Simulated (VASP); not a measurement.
# Pd (Fm-3m) in VASP: notebook

The runs below take Pd through single point, relaxation of cell and atoms, with PBEsol.

Everything below comes from runs of VASP 6.6.1. Logs are shortened: lines on timing, memory, paths and dates and some standing lists are left out, and cuts for length are marked.

**1. The cell of the first run**

Symmetry: Fm-3m, No. 225, cubic system. The conventional cell has a = 3.875 Å, b = 3.875 Å, c = 3.875 Å, α = 90.00°, β = 90.00°, γ = 90.00°. Pd (site symmetry m-3m) has 12 Pd at 2.74 Å within 3.6 Å.

**2. Single point, PBEsol**

The input, INCAR:

```
SYSTEM = Pd
PREC     = Accurate       ! precision mode
ENCUT    = 500            ! plane-wave cutoff, eV
EDIFF    = 1E-6           ! SCF threshold, eV
ISMEAR   = 0              ! smearing method
SIGMA    = 0.1            ! smearing width, eV
LREAL    = .False.        ! projectors in reciprocal space
LASPH    = .True.         ! aspherical terms in the spheres
NELM     = 120            ! most SCF steps
ALGO     = Normal         ! electronic algorithm
ISIF     = 2              ! what is computed and relaxed
LWAVE    = .False.        ! write WAVECAR
LCHARG   = .True.         ! write CHGCAR
GGA      = PS             ! functional
LELF     = .True.         ! ELF
LVHAR    = .True.       
NBANDS   = 11             ! bands
GGA_COMPAT= .False.
```

The input, KPOINTS:

```
Automatic mesh
0
Gamma
  56 56 56
  0 0 0
```

The input, POSCAR:

```
Pd
1.0
    0.0000000000      1.9376404545      1.9376404545
    1.9376404545      0.0000000000      1.9376404545
    1.9376404545      1.9376404545      0.0000000000
Pd
1
Direct
    0.0000000000      0.0000000000      0.0000000000
```

Potentials or basis: VASP PAW PBE potentials, release 64 (Pd).

Started as:

```sh
> cat potpaw_PBE.64/Pd/POTCAR > POTCAR
> mpirun -np 1 vasp_std > vasp.out
```

OUTCAR:

```text
SYSTEM = Pd
   PREC = Accurate
   ENCUT = 500
   EDIFF = 1E-6
   ISMEAR = 0
   LREAL = .False.
   LASPH = .True.
   NELM = 120
   ISIF = 2
   GGA = PS

 ion  position               nearest neighbor table
   1  0.000  0.000  0.000-

  LATTYP: Found a face centered cubic cell.
 ALAT       =     3.8752809090

  Lattice vectors:

 A1 = (   0.0000000000,   1.9376404545,   1.9376404545)
 A2 = (   1.9376404545,   0.0000000000,   1.9376404545)
 A3 = (   1.9376404545,   1.9376404545,   0.0000000000)

Analysis of symmetry for initial positions (statically):
=====================================================================
 Subroutine PRICEL returns:
 Original cell was already a primitive cell.

 Routine SETGRP: Setting up the symmetry group for a
 face centered cubic supercell.

 Subroutine GETGRP returns: Found 48 space group operations
 (whereof 48 operations were pure point group operations)
 out of a pool of 48 trial point group operations.

The static configuration has the point symmetry O_h .

Analysis of symmetry for dynamics (positions and initial velocities):
=====================================================================
 Subroutine PRICEL returns:
 Original cell was already a primitive cell.

 Routine SETGRP: Setting up the symmetry group for a
 face centered cubic supercell.

 Subroutine GETGRP returns: Found 48 space group operations
 (whereof 48 operations were pure point group operations)
 out of a pool of 48 trial point group operations.

The dynamic configuration has the point symmetry O_h .

 Subroutine INISYM returns: Found 48 space group operations
 (whereof 48 operations are pure point group operations),
 and found     1 'primitive' translations

----------------------------------------------------------------------------------------

                                     Primitive cell

  volume of cell :      14.5496

  direct lattice vectors                    reciprocal lattice vectors
     0.000000000  1.937640455  1.937640455    -0.258045810  0.258045810  0.258045810
     1.937640455  0.000000000  1.937640455     0.258045810 -0.258045810  0.258045810
     1.937640455  1.937640455  0.000000000     0.258045810  0.258045810 -0.258045810

  length of vectors
     2.740237410  2.740237410  2.740237410     0.446948453  0.446948453  0.446948453

  position of ions in fractional coordinates (direct lattice)
     0.000000000  0.000000000  0.000000000

  ion indices of the primitive-cell ions
   primitive index   ion index
                 1           1

----------------------------------------------------------------------------------------

 KPOINTS: Automatic mesh

Automatic generation of k-mesh.
 Grid dimensions read from file:
 generate k-points for:   56   56   56

 Generating k-lattice:

  Cartesian coordinates                     Fractional coordinates (reciprocal lattice)
    -0.004607961  0.004607961  0.004607961     0.017857143  0.000000000  0.000000000
     0.004607961 -0.004607961  0.004607961     0.000000000  0.017857143  0.000000000
     0.004607961  0.004607961 -0.004607961     0.000000000  0.000000000  0.017857143

  Length of vectors
     0.007981222  0.007981222  0.007981222

  Shift w.r.t. Gamma in fractional coordinates (k-lattice)
     0.000000000  0.000000000  0.000000000

 Subroutine IBZKPT returns following result:
 ===========================================

 Found   4285 irreducible k-points:

 Following reciprocal coordinates:
            Coordinates               Weight
  0.000000  0.000000  0.000000      1.000000
  0.017857  0.000000  0.000000      8.000000
  0.035714  0.000000  0.000000      8.000000
  0.053571  0.000000  0.000000      8.000000
  0.071429  0.000000  0.000000      8.000000
  0.089286  0.000000  0.000000      8.000000
[... 16 lines left out ...]
  0.392857  0.000000  0.000000      8.000000
  0.410714  0.000000  0.000000      8.000000
 [... further k-points ...]
   k-points           NKPTS =   4285   k-points in BZ     NKDIM =   4285   number of bands    NBANDS=     11
   number of dos      NEDOS =    301   number of ions     NIONS =      1
   total plane-waves  NPLWV =   8000
   dimension x,y,z NGX =    20 NGY =   20 NGZ =   20
   dimension x,y,z NGXF=    40 NGYF=   40 NGZF=   40
   ions per type =               1
   NGX,Y,Z   is equivalent  to a cutoff of  12.13, 12.13, 12.13 a.u.
   NGXF,Y,Z  is equivalent  to a cutoff of  24.27, 24.27, 24.27 a.u.
 SYSTEM =  Pd
   PREC   = accura    normal or accurate (medium, high low for compatibility)
   ISTART =      0    job   : 0-new  1-cont  2-samecut
   ICHARG =      2    charge: 1-file 2-atom 10-const
   ISPIN  =      1    spin polarized calculation?
   LNONCOLLINEAR =      F non collinear calculations
   LSORBIT =      F    spin-orbit coupling
   LASPH  =      T    aspherical Exc in radial PAW
   ENCUT  =  500.0 eV  36.75 Ry    6.06 a.u.   5.00  5.00  5.00*2*pi/ulx,y,z
   NELM   =    120;   NELMIN=  2; NELMDL= -5     # of ELM steps
   EDIFF  = 0.1E-05   stopping-criterion for ELM
   LREAL  =      F    real-space projection
   EDIFFG = 0.1E-04   stopping-criterion for IOM
   NSW    =      0    number of steps for IOM
   IBRION =     -1    ionic relax: 0-MD 1-quasi-New 2-CG
   NFREE  =      0    steps in history (QN), initial steepest desc. (CG)
   ISIF   =      2    stress and relaxation
   ISYM   =      2    0-nonsym 1-usesym 2-fastsym
   POTIM  = 0.5000    time-step for ionic-motion
   TEBEG  =    0.0;   TEEND  =   0.0 temperature during run
   PSTRESS=    0.0 pullay stress
   NELECT =      10.0000    total number of electrons
   NUPDOWN=      -1.0000    fix difference up-down
   EMIN   =  10.00;   EMAX   =-10.00  energy-range for DOS
   EFERMI =   0.00;   METHOD = LEGACY
   ISMEAR =     0;   SIGMA  =   0.10  broadening in eV -4-tet -1-fermi 0-gaus
   EFERMI_NEDOS =   21; number of points for ismear=-14 and -15
   IALGO  =     38    algorithm
   IMIX   =      4    mixing-type and parameters
     AMIX     =   0.40;   BMIX     =  1.00
     AMIX_MAG =   1.60;   BMIX_MAG =  1.00
  volume/ion in A,a.u.               =      14.55        98.19
  Fermi-wavevector in a.u.,A,eV,Ry     =   1.444746  2.730175 28.399336  2.087292
  Thomas-Fermi vector in A             =   2.563007
   LORBIT       =      0    0 simple, 1 ext, 2 COOP (PROOUT), +10 PAW based schemes
   GGA     = PS    functional components
   LHFCALC =     F    Hartree Fock is set to
   AEXX    =    0.0000 exact exchange contribution
   IVDW    =     0    specifies the selected vdW correction
   LEPSILON=     F    determine dielectric tensor
   LRPA    =     F    only Hartree local field effects (RPA)
 non-spin polarized calculation
 Gauss-broadening in eV      SIGMA  =   0.10
  energy-cutoff  :      500.00
  volume of cell :       14.55
 maximum number of plane-waves:       380
   NGX =  9   NGY =  9   NGZ =  9

 number of electron      10.0000002 magnetization

 Free energy of the ion-electron system (eV)
  ---------------------------------------------------
  ext. energy  EPLUGINS =         0.00000000
  ---------------------------------------------------
  free energy    TOTEN  =        -5.96593530 eV

  energy without entropy =       -5.95374612  energy(sigma->0) =       -5.95984071

 E-fermi :   9.8551     XC(G=0): -13.4657

 val. band max:        9.8549171610   @ k =   0.5000   0.1071   0.0000
 cond. band min:       9.8552885448   @ k =  -0.4464   0.3214   0.0714
 fundamental gap:      0.0003713838
 Fermi energy:         9.8550664536

 k-point     1 :       0.0000    0.0000    0.0000
  band No.  band energies     occupation
      1       2.5063      2.00000
      2       6.9352      2.00000
      3       6.9352      2.00000
      4       6.9352      2.00000
      5       8.6049      2.00000
      6       8.6049      2.00000
      7      26.9860      0.00000
      8      31.8350      0.00000
      9      31.8350      0.00000
     10      31.8350      0.00000
     11      35.9007      0.00000

 k-point     2 :       0.0179    0.0000    0.0000
  band No.  band energies     occupation
      1       2.5181      2.00000
      2       6.9308      2.00000
      3       6.9395      2.00000
      4       6.9395      2.00000
      5       8.6027      2.00000
      6       8.6027      2.00000
      7      26.9995      0.00000
      8      31.7449      0.00000
      9      31.8490      0.00000
     10      31.8490      0.00000
     11      35.9091      0.00000

 k-point     3 :       0.0357    0.0000    0.0000
  band No.  band energies     occupation
      1       2.5536      2.00000
      2       6.9175      2.00000
      3       6.9522      2.00000
      4       6.9522      2.00000
      5       8.5964      2.00000
      6       8.5964      2.00000
      7      27.0395      0.00000
      8      31.4930      0.00000
      9      31.8908      0.00000
     10      31.8908      0.00000
     11      35.9271      0.00000

 k-point     4 :       0.0536    0.0000    0.0000
  band No.  band energies     occupation
      1       2.6123      2.00000
      2       6.8962      2.00000
      3       6.9728      2.00000
      4       6.9728      2.00000
      5       8.5864      2.00000
      6       8.5864      2.00000
      7      27.1035      0.00000
      8      31.1200      0.00000
      9      31.9598      0.00000
     10      31.9598      0.00000
     11      35.9447      0.00000
[... 239 lines left out ...]
 k-point    22 :       0.3750    0.0000    0.0000
  band No.  band energies     occupation
      1       4.4878      2.00000
      2       7.0175      2.00000
      3       7.0175      2.00000
      4       8.8604      2.00000
      5       9.4589      2.00000
      6       9.4589      2.00000
      7      19.8942      0.00000
      8      26.9129      0.00000
      9      32.0538      0.00000
     10      32.0538      0.00000
     11      36.7214      0.00000

 k-point    23 :       0.3929    0.0000    0.0000
  band No.  band energies     occupation
      1       4.4719      2.00000
      2       6.9862      2.00000
      3       6.9862      2.00000
      4       9.2395      2.00000
      5       9.5511      1.99998
      6       9.5511      1.99998
      7      19.3061      0.00000
      8      26.7681      0.00000
      9      31.7900      0.00000
     10      31.7900      0.00000
     11      35.9412      0.00000

 k-point    24 :       0.4107    0.0000    0.0000
  band No.  band energies     occupation
      1       4.4544      2.00000
      2       6.9584      2.00000
      3       6.9584      2.00000
      4       9.6121      1.99941
      5       9.6334      1.99828
      6       9.6334      1.99828
      7      18.7576      0.00000
      8      26.6422      0.00000
      9      31.5572      0.00000
     10      31.5572      0.00000
     11      36.8386      0.00000

 [... further k-points ...]

------------------------ aborting loop because EDIFF is reached ----------------------------------------

  FORCE on cell =-STRESS in cart. coord.  units (eV):
  Direction    XX          YY          ZZ          XY          YZ          ZX
  --------------------------------------------------------------------------------------
  -------------------------------------------------------------------------------------
  Total       -0.0249574     -0.0249574     -0.0249574      0.0000000      0.0000000      0.0000000
  in kB       -2.7482779     -2.7482779     -2.7482779      0.0000000      0.0000000      0.0000000
  external PRESSURE =      -2.7482779 kB  Pullay stress =       0.0000000 kB

 VOLUME and BASIS-vectors are now :
 -----------------------------------------------------------------------------
  energy-cutoff  :      500.00
  volume of cell :       14.55
      direct lattice vectors                 reciprocal lattice vectors
     0.000000000  1.937640455  1.937640455    -0.258045810  0.258045810  0.258045810
     1.937640455  0.000000000  1.937640455     0.258045810 -0.258045810  0.258045810
     1.937640455  1.937640455  0.000000000     0.258045810  0.258045810 -0.258045810

 POSITION                                       TOTAL-FORCE (eV/Angst)
 -----------------------------------------------------------------------------------
      0.00000      0.00000      0.00000         0.000000      0.000000      0.000000
 -----------------------------------------------------------------------------------
    total drift:                                0.000000      0.000000      0.000000

  FREE ENERGIE OF THE ION-ELECTRON SYSTEM (eV)
  ---------------------------------------------------
  free  energy   TOTEN  =        -5.9659353000 eV

  energy  without entropy=       -5.9537461175  energy(sigma->0) =       -5.95984071
```

Run time: 3 min. Hardware: 1 thread of Intel Xeon 6975P-C (Granite Rapids), shared host; peak memory 0.7 GiB.

Results:

- Free energy: -5.9659 eV
- Pressure: -0.3 GPa
- Band gap on the k mesh: zero (bands 5 and 6 overlap by 1.63 eV)

Caveat: the PAW data sets were made with another functional, which shifts forces and pressure a little.

**3. Relaxation of cell and atoms, PBEsol**

This run uses another cell than the first one, of 14.72 Å³/atom.

The input, INCAR:

```
SYSTEM = Pd
PREC     = Accurate       ! precision mode
ENCUT    = 500            ! plane-wave cutoff, eV
EDIFF    = 1E-7           ! SCF threshold, eV
ISMEAR   = 0              ! smearing method
SIGMA    = 0.1            ! smearing width, eV
LREAL    = .FALSE.        ! projectors in reciprocal space
LASPH    = .TRUE.         ! aspherical terms in the spheres
NELM     = 120            ! most SCF steps
ALGO     = Normal         ! electronic algorithm
ISIF     = 3              ! what is computed and relaxed
LWAVE    = .FALSE.        ! write WAVECAR
LCHARG   = .FALSE.        ! write CHGCAR
GGA      = PS             ! functional
IBRION   = 2              ! ionic algorithm
NSW      = 80             ! ionic steps
EDIFFG   = -0.003         ! ionic threshold
GGA_COMPAT= .FALSE.      
NELMIN   = 4
```

The input, KPOINTS:

```
regular mesh
0
G
  56 56 56
  0 0 0
```

The input, POSCAR:

```
Pd
1.0
    0.0000000000      1.9450000000      1.9450000000
    1.9450000000      0.0000000000      1.9450000000
    1.9450000000      1.9450000000      0.0000000000
Pd
1
Direct
    0.0000000000      0.0000000000      0.0000000000
```

Potentials or basis: VASP PAW PBE potentials, release 64 (Pd).

Started as:

```sh
> cat potpaw_PBE.64/Pd/POTCAR > POTCAR
> mpirun -np 1 vasp_std > vasp.out
```

It took 5.8 min on 1 thread of Intel Xeon 6975P-C (Granite Rapids), shared host; peak memory 0.68 GiB.

The run converged. Its results:

```
Free energy                           : -5.9660 eV
Relaxed volume                        : 14.53 Å³/atom
Relaxed cell                          : a = 2.739 Å, b = 2.739 Å, c = 2.739 Å, α = 60.00°, β = 60.00°, γ = 60.00°
Space group after relaxing (to 0.1 Å) : Fm-3m (No. 225)
Energy gained by relaxing             : 1.5 meV/atom
Ionic steps                           : 3
Pressure after relaxing               : 0.0 GPa
Band gap on the k mesh                : zero (bands 5 and 6 overlap by 1.63 eV)
```

The path:
```tsv
step	energy change (eV)	largest force (eV/Å)	pressure (GPa)	volume (Å³)
1	0.0000	0.0000	-2.52	14.72
2	0.0026	0.0000	4.50	14.23
3	-0.0015	0.0000	-0.01	14.53
```

Final structure:
```
CELL_PARAMETERS angstrom
0.00000 1.93671 1.93671
1.93671 0.00000 1.93671
1.93671 1.93671 0.00000
ATOMIC_POSITIONS crystal
Pd 0.00000 0.00000 0.00000
```

Levels at points of the mesh, in eV from the Fermi level:
```tsv
k point	band 3	band 4	band 5	band 6	band 7	band 8
(0.00, 0.00, 0.00)	-2.93	-2.93	-1.25	-1.25	17.13	21.99
(0.50, 0.00, 0.00)	-2.97	-0.02	-0.02	0.89	7.38	16.49
(0.50, 0.50, 0.00)	-0.04	0.30	0.30	3.25	10.87	13.19
```

Caveat: the PAW data sets were made with another functional, which shifts forces and pressure a little.
